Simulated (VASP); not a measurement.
Here is a VASP 6.6.1 calculation.

Contents of INCAR:

```
SYSTEM = MnF2
ALGO = Normal
EDIFF = 1E-8
ENCUT = 520
GGA = PE
ISIF = 2
ISMEAR = -1
ISPIN = 2
LASPH = .TRUE.
LCHARG = .FALSE.
LDAU = .TRUE.
LDAUJ = 0 0
LDAUL = 2 -1
LDAUPRINT = 1
LDAUTYPE = 2
LDAUU = 2.9 0
LEFG = .TRUE.
LMAXMIX = 4
LORBIT = 11
LREAL = .FALSE.
LWAVE = .FALSE.
MAGMOM = 5 -5 0 0 0 0
NBANDS = 40
NELM = 150
PREC = Accurate
SIGMA = 0.02
```

Contents of KPOINTS:

```
k-points
0
G
  5 5 7
  0 0 0
```

Contents of POSCAR:

```
MnF2
1.0
    4.8738000000      0.0000000000      0.0000000000
    0.0000000000      4.8738000000      0.0000000000
    0.0000000000      0.0000000000      3.3107000000
Mn F
2 4
Direct
    0.0000000000      0.0000000000      0.0000000000
    0.5000000000      0.5000000000      0.5000000000
    0.3044139736      0.3044139736      0.0000000000
    0.1955860264      0.8044139736      0.5000000000
    0.6955860264      0.6955860264      0.0000000000
    0.8044139736      0.1955860264      0.5000000000
```

Potentials or basis: VASP PAW PBE potentials, release 64 (Mn_pv, F).

The run is started by

```sh
$ cat potpaw_PBE.64/Mn_pv/POTCAR potpaw_PBE.64/F/POTCAR > POTCAR
$ mpirun -np 1 vasp_std > vasp.out
```

(1) Estimate the site moments.

(2) What does it give for the band gap on the k mesh?

(3) Predict the largest force.

(4) What does it give for the net moment?

## Answers

(1) Mn +4.64, -4.64; F -0.02, +0.02 (each value once) μB.

(2) 3.24 eV (least direct gap 3.28 eV).

(3) 0.026 eV/Å.

(4) 0.00 μB per cell.

Caveat: without QUAD_EFG the Cq values of the log hold for a quadrupole moment of 1 mb, not for the nuclei.
